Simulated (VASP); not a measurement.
# Ta2N (P-3m1) in VASP: a series of runs

Ta2N is run at these levels: PBEsol; tasks: single point, relaxation of shape and atoms at fixed volume.

Everything below comes from runs of VASP 6.6.1. Logs are shortened: lines on timing, memory, paths and dates and some standing lists are left out, and cuts for length are marked.

## 1. The cell of the first run

The structure is trigonal, space group P-3m1 (No. 164). The conventional cell has a = 3.079 Å, b = 3.079 Å, c = 4.823 Å, α = 90.00°, β = 90.00°, γ = 120.00°. Ta (site symmetry 3m) has 3 N at 2.16 Å and 12 Ta at 2.97 to 3.08 Å within 3.1 Å. N (site symmetry -3m) has 6 Ta at 2.16 Å within 2.9 Å.

## 2. Single point, PBEsol

The input, INCAR:

```
SYSTEM = Ta2N
ALGO = Normal ; EDIFF = 1E-7
ENCUT = 520 ; GGA = PS
ISIF = 2 ; ISMEAR = 0
LASPH = .True. ; LCHARG = .False.
LREAL = .False. ; LWAVE = .False.
NBANDS = 20 ; NELM = 60
PREC = Accurate ; SIGMA = 0.15
```

The input, KPOINTS:

```
k-points
0
Gamma
  12 12 8
  0 0 0
```

The input, POSCAR:

```
Ta2N
1.0
    3.0786153860      0.0000000000      0.0000000000
   -1.5393076930      2.6661591328      0.0000000000
    0.0000000000      0.0000000000      4.8232571822
Ta N
2 1
Direct
    0.6666666667      0.3333333333      0.7462554482
    0.3333333333      0.6666666667      0.2537445518
    0.0000000000      0.0000000000      0.0000000000
```

Potentials or basis: VASP PAW PBE potentials, release 64 (Ta_pv, N).

Launch:

```bash
cat potpaw_PBE.64/Ta_pv/POTCAR potpaw_PBE.64/N/POTCAR > POTCAR
mpirun -np 1 vasp_std > vasp.out
```

OUTCAR:

```text
SYSTEM = Ta2N
   EDIFF = 1E-7
   ENCUT = 520
   GGA = PS
   ISIF = 2
   ISMEAR = 0
   LASPH = .True.
   LREAL = .False.
   NELM = 60
   PREC = Accurate

 ion  position               nearest neighbor table
   1  0.667  0.333  0.746-   3 2.16   3 2.16   3 2.16   2 2.97   2 2.97   2 2.97   2 3.03   2 3.03
                             2 3.03
   2  0.333  0.667  0.254-   3 2.16   3 2.16   3 2.16   1 2.97   1 2.97   1 2.97   1 3.03   1 3.03
                             1 3.03
   3  0.000  0.000  0.000-   1 2.16   2 2.16   1 2.16   2 2.16   1 2.16   2 2.16

  LATTYP: Found a hexagonal cell.
 ALAT       =     3.0786153860
 C/A-ratio  =     1.5666969002

  Lattice vectors:

 A1 = (   3.0786153860,   0.0000000000,   0.0000000000)
 A2 = (  -1.5393076930,   2.6661591328,   0.0000000000)
 A3 = (   0.0000000000,   0.0000000000,   4.8232571822)

Analysis of symmetry for initial positions (statically):
=====================================================================
 Subroutine PRICEL returns:
 Original cell was already a primitive cell.

 Routine SETGRP: Setting up the symmetry group for a
 hexagonal supercell.

 Subroutine GETGRP returns: Found 12 space group operations
 (whereof 12 operations were pure point group operations)
 out of a pool of 24 trial point group operations.

The static configuration has the point symmetry D_3d.

Analysis of symmetry for dynamics (positions and initial velocities):
=====================================================================
 Subroutine PRICEL returns:
 Original cell was already a primitive cell.

 Routine SETGRP: Setting up the symmetry group for a
 hexagonal supercell.

 Subroutine GETGRP returns: Found 12 space group operations
 (whereof 12 operations were pure point group operations)
 out of a pool of 24 trial point group operations.

The dynamic configuration has the point symmetry D_3d.

 Subroutine INISYM returns: Found 12 space group operations
 (whereof 12 operations are pure point group operations),
 and found     1 'primitive' translations

----------------------------------------------------------------------------------------

                                     Primitive cell

  volume of cell :      39.5897

  direct lattice vectors                    reciprocal lattice vectors
     3.078615386  0.000000000  0.000000000     0.324821348  0.187535693  0.000000000
    -1.539307693  2.666159133  0.000000000     0.000000000  0.375071386  0.000000000
     0.000000000  0.000000000  4.823257182     0.000000000  0.000000000  0.207328774

  length of vectors
     3.078615386  3.078615386  4.823257182     0.375071386  0.375071386  0.207328774

  position of ions in fractional coordinates (direct lattice)
     0.666666667  0.333333333  0.746255448
     0.333333333  0.666666667  0.253744552
     0.000000000  0.000000000  0.000000000

  ion indices of the primitive-cell ions
   primitive index   ion index
                 1           1
                 2           2
                 3           3

----------------------------------------------------------------------------------------

 KPOINTS: k-points

Automatic generation of k-mesh.
 Grid dimensions read from file:
 generate k-points for:   12   12    8

 Generating k-lattice:

  Cartesian coordinates                     Fractional coordinates (reciprocal lattice)
     0.027068446  0.015627974  0.000000000     0.083333333  0.000000000  0.000000000
     0.000000000  0.031255949  0.000000000     0.000000000  0.083333333  0.000000000
     0.000000000  0.000000000  0.025916097     0.000000000  0.000000000  0.125000000

  Length of vectors
     0.031255949  0.031255949  0.025916097

  Shift w.r.t. Gamma in fractional coordinates (k-lattice)
     0.000000000  0.000000000  0.000000000

 Subroutine IBZKPT returns following result:
 ===========================================

 Found    131 irreducible k-points:

 Following reciprocal coordinates:
            Coordinates               Weight
  0.000000  0.000000  0.000000      1.000000
  0.083333 -0.000000  0.000000      6.000000
  0.166667 -0.000000  0.000000      6.000000
  0.250000  0.000000  0.000000      6.000000
  0.333333 -0.000000  0.000000      6.000000
  0.416667  0.000000  0.000000      6.000000
[... 16 lines left out ...]
  0.166667 -0.000000  0.125000      6.000000
  0.000000  0.166667  0.125000      6.000000
 [... further k-points ...]
   k-points           NKPTS =    131   k-points in BZ     NKDIM =    131   number of bands    NBANDS=     20
   number of dos      NEDOS =    301   number of ions     NIONS =      3
   total plane-waves  NPLWV =  20736
   dimension x,y,z NGX =    24 NGY =   24 NGZ =   36
   dimension x,y,z NGXF=    48 NGYF=   48 NGZF=   72
   ions per type =               2   1
   NGX,Y,Z   is equivalent  to a cutoff of  12.96, 12.96, 12.41 a.u.
   NGXF,Y,Z  is equivalent  to a cutoff of  25.92, 25.92, 24.82 a.u.
 SYSTEM =  Ta2N
   PREC   = accura    normal or accurate (medium, high low for compatibility)
   ISTART =      0    job   : 0-new  1-cont  2-samecut
   ICHARG =      2    charge: 1-file 2-atom 10-const
   ISPIN  =      1    spin polarized calculation?
   LNONCOLLINEAR =      F non collinear calculations
   LSORBIT =      F    spin-orbit coupling
   LASPH  =      T    aspherical Exc in radial PAW
   ENCUT  =  520.0 eV  38.22 Ry    6.18 a.u.   5.72  5.72  8.97*2*pi/ulx,y,z
   NELM   =     60;   NELMIN=  2; NELMDL= -5     # of ELM steps
   EDIFF  = 0.1E-06   stopping-criterion for ELM
   LREAL  =      F    real-space projection
   EDIFFG = 0.1E-05   stopping-criterion for IOM
   NSW    =      0    number of steps for IOM
   IBRION =     -1    ionic relax: 0-MD 1-quasi-New 2-CG
   NFREE  =      0    steps in history (QN), initial steepest desc. (CG)
   ISIF   =      2    stress and relaxation
   ISYM   =      2    0-nonsym 1-usesym 2-fastsym
   POTIM  = 0.5000    time-step for ionic-motion
   TEBEG  =    0.0;   TEEND  =   0.0 temperature during run
   PSTRESS=    0.0 pullay stress
   NELECT =      27.0000    total number of electrons
   NUPDOWN=      -1.0000    fix difference up-down
   EMIN   =  10.00;   EMAX   =-10.00  energy-range for DOS
   EFERMI =   0.00;   METHOD = LEGACY
   ISMEAR =     0;   SIGMA  =   0.15  broadening in eV -4-tet -1-fermi 0-gaus
   EFERMI_NEDOS =   21; number of points for ismear=-14 and -15
   IALGO  =     38    algorithm
   IMIX   =      4    mixing-type and parameters
     AMIX     =   0.40;   BMIX     =  1.00
     AMIX_MAG =   1.60;   BMIX_MAG =  1.00
  volume/ion in A,a.u.               =      13.20        89.05
  Fermi-wavevector in a.u.,A,eV,Ry     =   1.441016  2.723125 28.252863  2.076527
  Thomas-Fermi vector in A             =   2.559695
   LORBIT       =      0    0 simple, 1 ext, 2 COOP (PROOUT), +10 PAW based schemes
   GGA     = PS    functional components
   LHFCALC =     F    Hartree Fock is set to
   AEXX    =    0.0000 exact exchange contribution
   IVDW    =     0    specifies the selected vdW correction
   LEPSILON=     F    determine dielectric tensor
   LRPA    =     F    only Hartree local field effects (RPA)
 non-spin polarized calculation
 Gauss-broadening in eV      SIGMA  =   0.15
  energy-cutoff  :      520.00
  volume of cell :       39.59
 maximum number of plane-waves:      1086
 NGX is ok and might be reduce to    24
   NGX = 11   NGY = 11   NGZ = 17

 number of electron      27.0000001 magnetization

 Free energy of the ion-electron system (eV)
  ---------------------------------------------------
  ext. energy  EPLUGINS =         0.00000000
  ---------------------------------------------------
  free energy    TOTEN  =       -36.49928129 eV

  energy without entropy =      -36.48724791  energy(sigma->0) =      -36.49326460

 E-fermi :   7.5634     XC(G=0): -13.1419

 val. band max:        7.5563547466   @ k =   0.2500   0.1667   0.3750
 cond. band min:       7.5697424146   @ k =   0.1667  -0.0000   0.1250
 fundamental gap:      0.0133876680
 Fermi energy:         7.5633618225

 k-point     1 :       0.0000    0.0000    0.0000
  band No.  band energies     occupation
      1     -28.0451      2.00000
      2     -27.2303      2.00000
      3     -27.2303      2.00000
      4     -27.0926      2.00000
      5     -27.0926      2.00000
      6     -26.9692      2.00000
[... 12 lines left out ...]
     19       8.8310      0.00000
     20      12.7237      0.00000

 k-point     2 :       0.0833   -0.0000    0.0000
  band No.  band energies     occupation
      1     -28.0221      2.00000
      2     -27.2770      2.00000
      3     -27.2473      2.00000
      4     -27.1395      2.00000
      5     -27.0961      2.00000
      6     -26.9781      2.00000
[... 12 lines left out ...]
     19       9.3250      0.00000
     20      12.7739      0.00000

 k-point     3 :       0.1667   -0.0000    0.0000
  band No.  band energies     occupation
      1     -27.9564      2.00000
      2     -27.4053      2.00000
      3     -27.2910      2.00000
      4     -27.2623      2.00000
      5     -27.1082      2.00000
      6     -27.0056      2.00000
[... 12 lines left out ...]
     19      10.7254      0.00000
     20      12.5590      0.00000

 k-point     4 :       0.2500    0.0000    0.0000
  band No.  band energies     occupation
      1     -27.8592      2.00000
      2     -27.5796      2.00000
      3     -27.4193      2.00000
      4     -27.3466      2.00000
      5     -27.1282      2.00000
      6     -27.0529      2.00000
[... 12 lines left out ...]
     19      11.9712      0.00000
     20      12.3964      0.00000

 k-point     5 :       0.3333   -0.0000    0.0000
  band No.  band energies     occupation
      1     -27.7904      2.00000
      2     -27.7075      2.00000
      3     -27.5667      2.00000
      4     -27.3991      2.00000
      5     -27.1507      2.00000
      6     -27.1180      2.00000
[... 12 lines left out ...]
     19      11.9815      0.00000
     20      13.2179      0.00000

 k-point     6 :       0.4167    0.0000    0.0000
  band No.  band energies     occupation
      1     -27.8948      2.00000
      2     -27.6769      2.00000
      3     -27.6142      2.00000
      4     -27.4362      2.00000
      5     -27.1893      2.00000
      6     -27.1681      2.00000
[... 12 lines left out ...]
     19      12.0588      0.00000
     20      12.5415      0.00000

 k-point     7 :       0.5000    0.0000    0.0000
  band No.  band energies     occupation
      1     -27.9395      2.00000
      2     -27.7120      2.00000
      3     -27.5660      2.00000
      4     -27.4496      2.00000
      5     -27.2272      2.00000
      6     -27.1747      2.00000
[... 12 lines left out ...]
     19      12.0565      0.00000
     20      12.2358      0.00000
[... 277 lines left out ...]
 k-point    20 :       0.0000    0.0000    0.1250
  band No.  band energies     occupation
      1     -28.0078      2.00000
      2     -27.2252      2.00000
      3     -27.2252      2.00000
      4     -27.0978      2.00000
      5     -27.0978      2.00000
      6     -27.0135      2.00000
[... 12 lines left out ...]
     19       9.1424      0.00000
     20      12.1256      0.00000

 k-point    21 :       0.0833   -0.0000    0.1250
  band No.  band energies     occupation
      1     -27.9869      2.00000
      2     -27.2680      2.00000
      3     -27.2440      2.00000
      4     -27.1569      2.00000
      5     -27.0994      2.00000
      6     -27.0112      2.00000
[... 12 lines left out ...]
     19       9.4760      0.00000
     20      12.2415      0.00000

 k-point    22 :       0.0000    0.0833    0.1250
  band No.  band energies     occupation
      1     -27.9875      2.00000
      2     -27.2732      2.00000
      3     -27.2393      2.00000
      4     -27.1491      2.00000
      5     -27.1043      2.00000
      6     -27.0130      2.00000
[... 12 lines left out ...]
     19       9.7025      0.00000
     20      12.1838      0.00000

 k-point    23 :       0.1667   -0.0000    0.1250
  band No.  band energies     occupation
      1     -27.9273      2.00000
      2     -27.3927      2.00000
      3     -27.2901      2.00000
      4     -27.2874      2.00000
      5     -27.1117      2.00000
      6     -27.0240      2.00000
[... 12 lines left out ...]
     19      10.5352      0.00000
     20      12.2763      0.00000

 k-point    24 :       0.0000    0.1667    0.1250
  band No.  band energies     occupation
      1     -27.9327      2.00000
      2     -27.3964      2.00000
      3     -27.2808      2.00000
      4     -27.2739      2.00000
      5     -27.1187      2.00000
      6     -27.0305      2.00000
[... 12 lines left out ...]
     19      11.0901      0.00000
     20      11.9039      0.00000

 [... further k-points ...]

------------------------ aborting loop because EDIFF is reached ----------------------------------------

  FORCE on cell =-STRESS in cart. coord.  units (eV):
  Direction    XX          YY          ZZ          XY          YZ          ZX
  --------------------------------------------------------------------------------------
  -------------------------------------------------------------------------------------
  Total        0.1592328      0.1592328      0.1027035      0.0000000      0.0000000      0.0000000
  in kB        6.4440835      6.4440835      4.1563651      0.0000000      0.0000000      0.0000000
  external PRESSURE =       5.6815107 kB  Pullay stress =       0.0000000 kB

 VOLUME and BASIS-vectors are now :
 -----------------------------------------------------------------------------
  energy-cutoff  :      520.00
  volume of cell :       39.59
      direct lattice vectors                 reciprocal lattice vectors
     3.078615386  0.000000000  0.000000000     0.324821348  0.187535693  0.000000000
    -1.539307693  2.666159133  0.000000000     0.000000000  0.375071386  0.000000000
     0.000000000  0.000000000  4.823257182     0.000000000  0.000000000  0.207328774

 POSITION                                       TOTAL-FORCE (eV/Angst)
 -----------------------------------------------------------------------------------
      1.53931      0.88872      3.59938         0.000000      0.000000      0.017253
     -0.00000      1.77744      1.22388        -0.000000     -0.000000     -0.017253
      0.00000      0.00000      0.00000         0.000000      0.000000     -0.000000
 -----------------------------------------------------------------------------------
    total drift:                                0.000000      0.000000      0.000000

  FREE ENERGIE OF THE ION-ELECTRON SYSTEM (eV)
  ---------------------------------------------------
  free  energy   TOTEN  =       -36.4992812925 eV

  energy  without entropy=      -36.4872479067  energy(sigma->0) =      -36.49326460
```

It took 2.3 min on 1 thread of Intel Xeon 8259CL, shared host; peak memory 0.22 GiB.

What came out:

- Free energy: -36.4993 eV
- Pressure: 0.6 GPa
- Largest force: 0.017 eV/Å
- Band gap on the k mesh: zero (an odd number of electrons rules out a gap without spin polarisation)

Forces in eV/Å, atoms in the order of the input:
```
Ta   0.000  0.000  0.017
Ta   0.000  0.000 -0.017
N    0.000  0.000  0.000
```

Caveat: the PAW data sets were made with another functional, which shifts forces and pressure a little; spin-orbit coupling is left out, which moves the levels of the heavy elements.

## 3. Relaxation of shape and atoms at fixed volume, PBEsol (13.99 Å³/atom)

This run uses another cell than the first one, of 13.99 Å³/atom.

The input, INCAR:

```
PREC     = Accurate       # precision mode
ENCUT    = 600            # plane-wave cutoff, eV
EDIFF    = 1E-6           # SCF threshold, eV
ISMEAR   = 0              # smearing method
SIGMA    = 0.1            # smearing width, eV
LREAL    = F              # projectors in reciprocal space
LASPH    = T              # aspherical terms in the spheres
NELM     = 60             # most SCF steps
ALGO     = Normal         # electronic algorithm
ISIF     = 4              # what is computed and relaxed
LWAVE    = F              # write WAVECAR
LCHARG   = F              # write CHGCAR
GGA      = PS             # functional
IBRION   = 2              # ionic algorithm
NSW      = 50             # ionic steps
EDIFFG   = -0.01          # ionic threshold
```

The input, KPOINTS:

```
Automatic mesh
0
Gamma
  18 18 10
```

The input, POSCAR:

```
Ta2N
1.0
    3.1439386405      0.0000000000      0.0000000000
   -1.5719693203      2.7227307306      0.0000000000
    0.0000000000      0.0000000000      4.9024032680
Ta N
2 1
Direct
    0.6666666667      0.3333333333      0.7484430041
    0.3333333333      0.6666666667      0.2515569959
    0.0000000000      0.0000000000      0.0000000000
```

Potentials or basis: VASP PAW PBE potentials, release 64 (Ta_pv, N).

Launch:

```bash
cat potpaw_PBE.64/Ta_pv/POTCAR potpaw_PBE.64/N/POTCAR > POTCAR
mpirun -np 1 vasp_std > vasp.out
```

It took 7.9 min on 1 thread of Intel Xeon Platinum 8488C (Sapphire Rapids), shared host; peak memory 0.41 GiB.

Results (log left out):

```
Free energy                  : -36.3916 eV
Energy gained by relaxing    : 0.4 meV/atom
Ionic steps                  : 4
Pressure after relaxing      : -14.2 GPa
Largest force after relaxing : 0.005 eV/Å
Band gap on the k mesh       : zero (an odd number of electrons rules out a gap without spin polarisation)
```

Forces in eV/Å, atoms in the order of the input:
```
Ta   0.000  0.000 -0.005
Ta   0.000  0.000  0.005
N    0.000  0.000  0.000
```

Stress tensor (GPa, compression positive):
```
-14.19   0.00   0.00
  0.00 -14.19   0.00
  0.00   0.00 -14.29
```

The path:
| step | energy change (eV) | largest force (eV/Å) | pressure (GPa) | volume (Å³) |
| --- | --- | --- | --- | --- |
| 1 | 0.0000 | 0.1374 | -14.69 | 41.97 |
| 2 | -0.0011 | 0.0232 | -14.35 | 41.97 |
| 3 | -0.0012 | 0.0075 | -14.27 | 41.97 |
| 4 | -0.0013 | 0.0052 | -14.22 | 41.97 |

Final structure:
```yaml
crystal:
  lattice:
    - [3.14780, 0.00000, 0.00000]
    - [-1.57390, 2.72607, 0.00000]
    - [0.00000, 0.00000, 4.89038]
  atoms:
    - { symbol: Ta, position: [0.66667, 0.33333, 0.75028] }
    - { symbol: Ta, position: [0.33333, 0.66667, 0.24972] }
    - { symbol: N, position: [0.00000, 0.00000, 0.00000] }
```

Levels at points of the mesh, in eV from the Fermi level:
```tsv
k point	band 10	band 11	band 12	band 13	band 14	band 15	band 16	band 17
(0.00, 0.00, 0.00)	-6.11	-4.86	-0.55	-0.27	-0.27	0.22	0.22	0.46
(0.50, 0.00, 0.00)	-6.34	-4.36	-2.52	-1.39	1.79	1.91	3.43	3.76
(0.00, 0.00, 0.50)	-6.26	-2.66	-2.53	-1.12	-1.12	1.64	1.78	2.11
(0.50, 0.00, 0.50)	-6.11	-3.23	-2.08	-2.07	0.04	0.84	3.00	3.22
```

Caveat: the PAW data sets were made with another functional, which shifts forces and pressure a little; spin-orbit coupling is left out, which moves the levels of the heavy elements.
